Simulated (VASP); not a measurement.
Here is a VASP 6.6.1 calculation.

Contents of INCAR:

```
PREC     = Accurate       # precision mode
ENCUT    = 520            # plane-wave cutoff, eV
EDIFF    = 1E-6           # SCF threshold, eV
ISMEAR   = 0              # smearing method
SIGMA    = 0.1            # smearing width, eV
LREAL    = F              # projectors in reciprocal space
LASPH    = T              # aspherical terms in the spheres
NELM     = 100            # most SCF steps
ALGO     = Normal         # electronic algorithm
ISIF     = 2              # what is computed and relaxed
LWAVE    = F              # write WAVECAR
LCHARG   = F              # write CHGCAR
GGA      = PE             # functional
NBANDS   = 14             # bands
```

File KPOINTS:

```
Automatic mesh
0
Gamma
  6 6 6
```

Contents of POSCAR:

```
TiAl
1.0
    3.1842827016      0.0000000000      0.0000000000
    0.0000000000      3.1842827016      0.0000000000
    0.0000000000      0.0000000000      3.1842827016
Ti Al
1 1
Direct
    0.5000000000      0.5000000000      0.5000000000
    0.0000000000      0.0000000000      0.0000000000
```

Potentials or basis: VASP PAW PBE potentials, release 64 (Ti_sv, Al).

Command:

```bash
$ cat potpaw_PBE.64/Ti_sv/POTCAR potpaw_PBE.64/Al/POTCAR > POTCAR
$ mpirun -np 1 vasp_std > vasp.out
```

(1) Estimate the band gap on the k mesh.

(2) What does it give for the pressure?

## Answers

(1) zero (an odd number of electrons rules out a gap without spin polarisation).

(2) 0.0 GPa.
